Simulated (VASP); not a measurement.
# GaAs (F-43m) in VASP: a series of runs, part 2 of 2

VASP 6.6.1. Earlier steps stand in the parts before.

## 3. Single point, LDA

This run uses another cell than the first one, of 23.77 Å³/atom, 1.081 times its volume.

Input file INCAR:

```
PREC = Accurate ; ENCUT = 520
EDIFF = 1E-7 ; ISMEAR = 0
SIGMA = 0.1 ; LREAL = False
LASPH = True ; NELM = 60
ALGO = Normal ; ISIF = 2
LWAVE = False ; LCHARG = True
LELF = True ; LVHAR = True
NBANDS = 16
```

Input file KPOINTS:

```
regular mesh
0
Gamma
  6 6 6
```

Input file POSCAR:

```
GaAs
1.0
    0.0000000000      2.8750910500      2.8750910500
    2.8750910500      0.0000000000      2.8750910500
    2.8750910500      2.8750910500      0.0000000000
Ga As
1 1
Direct
    0.0000000000      0.0000000000      0.0000000000
    0.7500000000      0.7500000000      0.7500000000
```

Potentials or basis: VASP PAW LDA potentials, release 64 (Ga_d, As).

The run is started by

```
> cat potpaw_LDA.64/Ga_d/POTCAR potpaw_LDA.64/As/POTCAR > POTCAR
> mpirun -np 1 vasp_std > vasp.out
```

OUTCAR:

```text
PREC = Accurate
   ENCUT = 520
   EDIFF = 1E-7
   ISMEAR = 0
   LREAL = False
   LASPH = True
   NELM = 60
   ISIF = 2

 ion  position               nearest neighbor table
   1  0.000  0.000  0.000-   2 2.49   2 2.49   2 2.49   2 2.49
   2  0.750  0.750  0.750-   1 2.49   1 2.49   1 2.49   1 2.49

  LATTYP: Found a face centered cubic cell.
 ALAT       =     5.7501821000

  Lattice vectors:

 A1 = (   0.0000000000,   2.8750910500,   2.8750910500)
 A2 = (   2.8750910500,   0.0000000000,   2.8750910500)
 A3 = (   2.8750910500,   2.8750910500,   0.0000000000)

Analysis of symmetry for initial positions (statically):
=====================================================================
 Subroutine PRICEL returns:
 Original cell was already a primitive cell.

 Routine SETGRP: Setting up the symmetry group for a
 face centered cubic supercell.

 Subroutine GETGRP returns: Found 24 space group operations
 (whereof 24 operations were pure point group operations)
 out of a pool of 48 trial point group operations.

The static configuration has the point symmetry T_d .

Analysis of symmetry for dynamics (positions and initial velocities):
=====================================================================
 Subroutine PRICEL returns:
 Original cell was already a primitive cell.

 Routine SETGRP: Setting up the symmetry group for a
 face centered cubic supercell.

 Subroutine GETGRP returns: Found 24 space group operations
 (whereof 24 operations were pure point group operations)
 out of a pool of 48 trial point group operations.

The dynamic configuration has the point symmetry T_d .

 Subroutine INISYM returns: Found 24 space group operations
 (whereof 24 operations are pure point group operations),
 and found     1 'primitive' translations

----------------------------------------------------------------------------------------

                                     Primitive cell

  volume of cell :      47.5319

  direct lattice vectors                    reciprocal lattice vectors
     0.000000000  2.875091050  2.875091050    -0.173907536  0.173907536  0.173907536
     2.875091050  0.000000000  2.875091050     0.173907536 -0.173907536  0.173907536
     2.875091050  2.875091050  0.000000000     0.173907536  0.173907536 -0.173907536

  length of vectors
     4.065992756  4.065992756  4.065992756     0.301216688  0.301216688  0.301216688

  position of ions in fractional coordinates (direct lattice)
     0.000000000  0.000000000  0.000000000
     0.750000000  0.750000000  0.750000000

  ion indices of the primitive-cell ions
   primitive index   ion index
                 1           1
                 2           2

----------------------------------------------------------------------------------------

 KPOINTS: regular mesh

Automatic generation of k-mesh.
 Grid dimensions read from file:
 generate k-points for:    6    6    6

 Generating k-lattice:

  Cartesian coordinates                     Fractional coordinates (reciprocal lattice)
    -0.028984589  0.028984589  0.028984589     0.166666667  0.000000000  0.000000000
     0.028984589 -0.028984589  0.028984589     0.000000000  0.166666667  0.000000000
     0.028984589  0.028984589 -0.028984589     0.000000000  0.000000000  0.166666667

  Length of vectors
     0.050202781  0.050202781  0.050202781

  Shift w.r.t. Gamma in fractional coordinates (k-lattice)
     0.000000000  0.000000000  0.000000000

 Subroutine IBZKPT returns following result:
 ===========================================

 Found     16 irreducible k-points:

 Following reciprocal coordinates:
            Coordinates               Weight
  0.000000  0.000000  0.000000      1.000000
  0.166667  0.000000  0.000000      8.000000
  0.333333  0.000000  0.000000      8.000000
  0.500000  0.000000  0.000000      4.000000
  0.166667  0.166667  0.000000      6.000000
  0.333333  0.166667  0.000000     24.000000
[... 8 lines left out ...]
 -0.333333  0.333333  0.166667     24.000000
 -0.333333  0.500000  0.166667     12.000000
   k-points           NKPTS =     16   k-points in BZ     NKDIM =     16   number of bands    NBANDS=     16
   number of dos      NEDOS =    301   number of ions     NIONS =      2
   total plane-waves  NPLWV =  27000
   dimension x,y,z NGX =    30 NGY =   30 NGZ =   30
   dimension x,y,z NGXF=    60 NGYF=   60 NGZF=   60
   ions per type =               1   1
   NGX,Y,Z   is equivalent  to a cutoff of  12.27, 12.27, 12.27 a.u.
   NGXF,Y,Z  is equivalent  to a cutoff of  24.53, 24.53, 24.53 a.u.
 SYSTEM =  unknown system
   PREC   = accura    normal or accurate (medium, high low for compatibility)
   ISTART =      0    job   : 0-new  1-cont  2-samecut
   ICHARG =      2    charge: 1-file 2-atom 10-const
   ISPIN  =      1    spin polarized calculation?
   LNONCOLLINEAR =      F non collinear calculations
   LSORBIT =      F    spin-orbit coupling
   LASPH  =      T    aspherical Exc in radial PAW
   ENCUT  =  520.0 eV  38.22 Ry    6.18 a.u.   7.56  7.56  7.56*2*pi/ulx,y,z
   NELM   =     60;   NELMIN=  2; NELMDL= -5     # of ELM steps
   EDIFF  = 0.1E-06   stopping-criterion for ELM
   LREAL  =      F    real-space projection
   EDIFFG = 0.1E-05   stopping-criterion for IOM
   NSW    =      0    number of steps for IOM
   IBRION =     -1    ionic relax: 0-MD 1-quasi-New 2-CG
   NFREE  =      0    steps in history (QN), initial steepest desc. (CG)
   ISIF   =      2    stress and relaxation
   ISYM   =      2    0-nonsym 1-usesym 2-fastsym
   POTIM  = 0.5000    time-step for ionic-motion
   TEBEG  =    0.0;   TEEND  =   0.0 temperature during run
   PSTRESS=    0.0 pullay stress
   NELECT =      18.0000    total number of electrons
   NUPDOWN=      -1.0000    fix difference up-down
   EMIN   =  10.00;   EMAX   =-10.00  energy-range for DOS
   EFERMI =   0.00;   METHOD = LEGACY
   ISMEAR =     0;   SIGMA  =   0.10  broadening in eV -4-tet -1-fermi 0-gaus
   EFERMI_NEDOS =   21; number of points for ismear=-14 and -15
   IALGO  =     38    algorithm
   IMIX   =      4    mixing-type and parameters
     AMIX     =   0.40;   BMIX     =  1.00
     AMIX_MAG =   1.60;   BMIX_MAG =  1.00
  volume/ion in A,a.u.               =      23.77       160.38
  Fermi-wavevector in a.u.,A,eV,Ry     =   1.184415  2.238221 19.086796  1.402840
  Thomas-Fermi vector in A             =   2.320630
   LORBIT       =      0    0 simple, 1 ext, 2 COOP (PROOUT), +10 PAW based schemes
   GGA     = CA    functional components
   LHFCALC =     F    Hartree Fock is set to
   AEXX    =    0.0000 exact exchange contribution
   IVDW    =     0    specifies the selected vdW correction
   LEPSILON=     F    determine dielectric tensor
   LRPA    =     F    only Hartree local field effects (RPA)
 non-spin polarized calculation
 Gauss-broadening in eV      SIGMA  =   0.10
  energy-cutoff  :      520.00
  volume of cell :       47.53
 maximum number of plane-waves:      1303
   NGX = 15   NGY = 15   NGZ = 15

 number of electron      17.9999988 magnetization

 Free energy of the ion-electron system (eV)
  ---------------------------------------------------
  ext. energy  EPLUGINS =         0.00000000
  ---------------------------------------------------
  free energy    TOTEN  =        -9.56354465 eV

  energy without entropy =       -9.56273650  energy(sigma->0) =       -9.56314058

 E-fermi :   3.3772     XC(G=0):  -9.6880

 val. band max:        3.3385250457   @ k =   0.0000   0.0000   0.0000
 cond. band min:       4.0592964477   @ k =   0.5000   0.0000   0.0000
 fundamental gap:      0.7207714020
 Fermi energy:         3.3771763439

 k-point     1 :       0.0000    0.0000    0.0000
  band No.  band energies     occupation
      1     -11.5129      2.00000
      2     -11.5129      2.00000
      3     -11.5129      2.00000
      4     -11.4465      2.00000
      5     -11.4465      2.00000
      6      -9.0753      2.00000
[... 8 lines left out ...]
     15      13.3727      0.00000
     16      13.3727      0.00000
[... 267 lines left out ...]
 k-point    16 :      -0.3333    0.5000    0.1667
  band No.  band energies     occupation
      1     -11.5944      2.00000
      2     -11.4837      2.00000
      3     -11.4753      2.00000
      4     -11.4587      2.00000
      5     -11.4404      2.00000
      6      -6.7512      2.00000
[... 8 lines left out ...]
     15      15.1389      0.00000
     16      16.2380      0.00000

------------------------ aborting loop because EDIFF is reached ----------------------------------------

  FORCE on cell =-STRESS in cart. coord.  units (eV):
  Direction    XX          YY          ZZ          XY          YZ          ZX
  --------------------------------------------------------------------------------------
  -------------------------------------------------------------------------------------
  Total       -1.3210080     -1.3210080     -1.3210080     -0.0000000      0.0000000      0.0000000
  in kB      -44.5278000    -44.5278000    -44.5278000     -0.0000000      0.0000000      0.0000000
  external PRESSURE =     -44.5278000 kB  Pullay stress =       0.0000000 kB

 VOLUME and BASIS-vectors are now :
 -----------------------------------------------------------------------------
  energy-cutoff  :      520.00
  volume of cell :       47.53
      direct lattice vectors                 reciprocal lattice vectors
     0.000000000  2.875091050  2.875091050    -0.173907536  0.173907536  0.173907536
     2.875091050  0.000000000  2.875091050     0.173907536 -0.173907536  0.173907536
     2.875091050  2.875091050  0.000000000     0.173907536  0.173907536 -0.173907536

 POSITION                                       TOTAL-FORCE (eV/Angst)
 -----------------------------------------------------------------------------------
      0.00000      0.00000      0.00000        -0.000000     -0.000000     -0.000000
      4.31264      4.31264      4.31264         0.000000      0.000000      0.000000
 -----------------------------------------------------------------------------------
    total drift:                               -0.000000     -0.000000     -0.000000

  FREE ENERGIE OF THE ION-ELECTRON SYSTEM (eV)
  ---------------------------------------------------
  free  energy   TOTEN  =        -9.5635446541 eV

  energy  without entropy=       -9.5627365049  energy(sigma->0) =       -9.56314058
```

OSZICAR:

```text
N       E                     dE             d eps       ncg     rms          rms(c)
DAV:   1     0.818823321094E+02    0.81882E+02   -0.90440E+03   520   0.147E+03
DAV:   2    -0.313608224263E+01   -0.85018E+02   -0.81099E+02   592   0.302E+02
DAV:   3    -0.967010333338E+01   -0.65340E+01   -0.65112E+01   624   0.658E+01
DAV:   4    -0.977660583626E+01   -0.10650E+00   -0.10648E+00   616   0.934E+00
DAV:   5    -0.977818053003E+01   -0.15747E-02   -0.15746E-02   656   0.102E+00    0.282E+00
DAV:   6    -0.960302300726E+01    0.17516E+00   -0.21618E-01   776   0.770E+00    0.165E+00
DAV:   7    -0.956701144238E+01    0.36012E-01   -0.55182E-02   728   0.163E+00    0.524E-01
DAV:   8    -0.956353972259E+01    0.34717E-02   -0.82884E-03   624   0.977E-01    0.884E-02
DAV:   9    -0.956353080310E+01    0.89195E-05   -0.65243E-04   672   0.338E-01    0.420E-02
DAV:  10    -0.956353928082E+01   -0.84777E-05   -0.36320E-05   664   0.539E-02    0.218E-02
DAV:  11    -0.956354479243E+01   -0.55116E-05   -0.72118E-06   600   0.417E-02    0.213E-03
DAV:  12    -0.956354465284E+01    0.13959E-06   -0.53786E-07   632   0.994E-03    0.172E-03
DAV:  13    -0.956354465410E+01   -0.12565E-08   -0.92872E-08   504   0.220E-03
   1 F= -.95635447E+01 E0= -.95631406E+01  d E =-.808149E-03
```

stdout:

```text
POSCAR found type information on POSCAR GaAs
 POSCAR found :  2 types and       2 ions
 scaLAPACK will be used
 LDA part: xc-table for (Slater(with rela. corr.)+CA(PZ))
 , standard interpolation
 POSCAR, INCAR and KPOINTS ok, starting setup
 FFT: planning ... GRIDC
 FFT: planning ... GRID_SOFT
 FFT: planning ... GRID
 WAVECAR not read
 entering main loop
```

It took 16 s on 1 thread of AMD EPYC 7R43 (Zen 3), shared host; peak memory 0.11 GiB.

What came out:

```
Free energy            : -9.5635 eV
Pressure               : -4.5 GPa
Band gap on the k mesh : zero (filled and empty bands touch)
```

Levels at points of the mesh, in eV from the Fermi level:
```csv
k point,band 5,band 6,band 7,band 8,band 9,band 10,band 11,band 12,band 13,band 14
"(0.00, 0.00, 0.00)",-14.82,-12.45,-0.08,-0.04,-0.04,-0.04,3.61,3.61,3.61,7.14
"(0.50, 0.00, 0.00)",-14.82,-10.84,-6.47,-1.11,-1.11,0.68,4.51,4.51,7.46,9.78
"(0.50, 0.50, 0.00)",-14.81,-10.16,-6.69,-2.56,-2.56,1.39,1.53,9.60,9.60,10.30
```

## 4. Single point, LDA

Input file INCAR:

```
SYSTEM = GaAs
PREC = Accurate ; ENCUT = 520
EDIFF = 1E-6 ; ISMEAR = 0
SIGMA = 0.02 ; LREAL = .FALSE.
LASPH = .TRUE. ; NELM = 100
ALGO = Normal ; ISIF = 2
LWAVE = .FALSE. ; LCHARG = .FALSE.
GGA = CA ; NBANDS = 16
```

Input file KPOINTS:

```
Automatic mesh
0
G
  12 12 12
  0 0 0
```

Input file POSCAR:

```
GaAs
1.0
    0.0000000000      2.8016907946      2.8016907946
    2.8016907946      0.0000000000      2.8016907946
    2.8016907946      2.8016907946      0.0000000000
Ga As
1 1
Direct
    0.0000000000      0.0000000000      0.0000000000
    0.7500000000      0.7500000000      0.7500000000
```

Potentials or basis: VASP PAW LDA potentials, release 64 (Ga_d, As).

The run is started by

```
> cat potpaw_LDA.64/Ga_d/POTCAR potpaw_LDA.64/As/POTCAR > POTCAR
> mpirun -np 1 vasp_std > vasp.out
```

OUTCAR:

```text
SYSTEM = GaAs
   PREC = Accurate
   ENCUT = 520
   EDIFF = 1E-6
   ISMEAR = 0
   LREAL = .FALSE.
   LASPH = .TRUE.
   NELM = 100
   ISIF = 2
   GGA = CA

 ion  position               nearest neighbor table
   1  0.000  0.000  0.000-   2 2.43   2 2.43   2 2.43   2 2.43
   2  0.750  0.750  0.750-   1 2.43   1 2.43   1 2.43   1 2.43

  LATTYP: Found a face centered cubic cell.
 ALAT       =     5.6033815892

  Lattice vectors:

 A1 = (   0.0000000000,   2.8016907946,   2.8016907946)
[... 642 lines left out ...]

------------------------ aborting loop because EDIFF is reached ----------------------------------------

  FORCE on cell =-STRESS in cart. coord.  units (eV):
  Direction    XX          YY          ZZ          XY          YZ          ZX
  --------------------------------------------------------------------------------------
  -------------------------------------------------------------------------------------
  Total        0.0866742      0.0866742      0.0866742     -0.0000000      0.0000000     -0.0000000
  in kB        3.1572577      3.1572577      3.1572577     -0.0000000      0.0000000     -0.0000000
  external PRESSURE =       3.1572577 kB  Pullay stress =       0.0000000 kB

 VOLUME and BASIS-vectors are now :
 -----------------------------------------------------------------------------
  energy-cutoff  :      520.00
  volume of cell :       43.98
      direct lattice vectors                 reciprocal lattice vectors
     0.000000000  2.801690795  2.801690795    -0.178463662  0.178463662  0.178463662
     2.801690795  0.000000000  2.801690795     0.178463662 -0.178463662  0.178463662
     2.801690795  2.801690795  0.000000000     0.178463662  0.178463662 -0.178463662

 POSITION                                       TOTAL-FORCE (eV/Angst)
 -----------------------------------------------------------------------------------
      0.00000      0.00000      0.00000         0.000000     -0.000000     -0.000000
      4.20254      4.20254      4.20254        -0.000000      0.000000      0.000000
 -----------------------------------------------------------------------------------
    total drift:                                0.000000      0.000000      0.000000

  FREE ENERGIE OF THE ION-ELECTRON SYSTEM (eV)
  ---------------------------------------------------
  free  energy   TOTEN  =        -9.6420253449 eV

  energy  without entropy=       -9.6420253449  energy(sigma->0) =       -9.64202534
```

OSZICAR:

```text
N       E                     dE             d eps       ncg     rms          rms(c)
DAV:   1     0.841264228687E+02    0.84126E+02   -0.89340E+03  2344   0.154E+03
DAV:   2    -0.313681421016E+01   -0.87263E+02   -0.83096E+02  2656   0.315E+02
DAV:   3    -0.977348626992E+01   -0.66367E+01   -0.66153E+01  2824   0.670E+01
DAV:   4    -0.987518924021E+01   -0.10170E+00   -0.10169E+00  2840   0.923E+00
DAV:   5    -0.987671723557E+01   -0.15280E-02   -0.15280E-02  2952   0.100E+00    0.308E+00
DAV:   6    -0.968789994036E+01    0.18882E+00   -0.21758E-01  3592   0.833E+00    0.180E+00
DAV:   7    -0.964523761208E+01    0.42662E-01   -0.65306E-02  3280   0.191E+00    0.523E-01
DAV:   8    -0.964204719424E+01    0.31904E-02   -0.90297E-03  2816   0.104E+00    0.112E-01
DAV:   9    -0.964201537337E+01    0.31821E-04   -0.67982E-04  2848   0.319E-01    0.404E-02
DAV:  10    -0.964202066431E+01   -0.52909E-05   -0.42267E-05  3512   0.713E-02    0.212E-02
DAV:  11    -0.964202549091E+01   -0.48266E-05   -0.70628E-06  2680   0.406E-02    0.280E-03
DAV:  12    -0.964202534490E+01    0.14601E-06   -0.49221E-07  1848   0.110E-02
   1 F= -.96420253E+01 E0= -.96420253E+01  d E =-.481308E-30
```

stdout:

```text
POSCAR found type information on POSCAR GaAs
 POSCAR found :  2 types and       2 ions
 scaLAPACK will be used
 LDA part: xc-table for (Slater(with rela. corr.)+CA(PZ))
 , standard interpolation
 POSCAR, INCAR and KPOINTS ok, starting setup
 FFT: planning ... GRIDC
 FFT: planning ... GRID_SOFT
 FFT: planning ... GRID
 WAVECAR not read
 entering main loop
```

It took 66 s on 1 thread of AMD EPYC 7R43 (Zen 3), shared host; peak memory 0.15 GiB.

What came out:

| Property | Result |
| --- | --- |
| Free energy | -9.6420 eV |
| Pressure | 0.3 GPa |
| Band gap on the k mesh | 0.54 eV, direct |

## 5. Single point, LDA

Input file INCAR:

```
PREC = Accurate ; ENCUT = 520
EDIFF = 1E-6 ; ISMEAR = 0
SIGMA = 0.1 ; LREAL = F
LASPH = T ; NELM = 60
ALGO = Normal ; ISIF = 2
LWAVE = F ; LCHARG = F
GGA = CA ; NBANDS = 16
```

Input file KPOINTS:

```
Automatic mesh
0
Gamma
  12 12 12
```

Input file POSCAR:

```
GaAs
1.0
    0.0000000000      2.8016907953      2.8016907953
    2.8016907953      0.0000000000      2.8016907953
    2.8016907953      2.8016907953      0.0000000000
Ga As
1 1
Direct
    0.0000000000      0.0000000000      0.0000000000
    0.7500000000      0.7500000000      0.7500000000
```

The run is started by

```
> cat potpaw_LDA.64/Ga_d/POTCAR potpaw_LDA.64/As/POTCAR > POTCAR
> mpirun -np 1 vasp_std > vasp.out
```

It took 52 s on 1 thread of Intel Xeon 8259CL, shared host; peak memory 0.19 GiB.

It converged, with:

```
Free energy            : -9.6420 eV
Pressure               : 0.3 GPa
Band gap on the k mesh : 0.54 eV, direct
```

Levels at points of the mesh, in eV from the valence-band top:
```tsv
k point	band 7	band 8	band 9	band 10	band 11	band 12
(0.00, 0.00, 0.00)	0.00	0.00	0.00	0.54	3.68	3.68
(0.50, 0.00, 0.00)	-6.84	-1.19	-1.19	0.94	4.59	4.59
(0.50, 0.50, 0.00)	-7.00	-2.79	-2.79	1.29	1.54	10.26
```

## 6. Summary

```csv
cell,k mesh,smearing,gap on the mesh (eV),pressure (GPa)
"a = 3.962 Å, angles 60.0°, 2 atoms",12 × 12 × 12,gaussian 0.02 eV,0.54,0.3
"a = 4.066 Å, angles 60.0°, 2 atoms",6 × 6 × 6,gaussian 0.1 eV,none,-4.5
"a = 3.962 Å, angles 60.0°, 2 atoms",12 × 12 × 12,gaussian 0.1 eV,0.54,0.3
```

Alike in all rows: task single point; level LDA; potentials or basis VASP PAW LDA potentials, release 64 (Ga_d, As); no spin polarisation; cutoff (eV) 520.

Absolute energies hang on the potentials; compare differences alone.
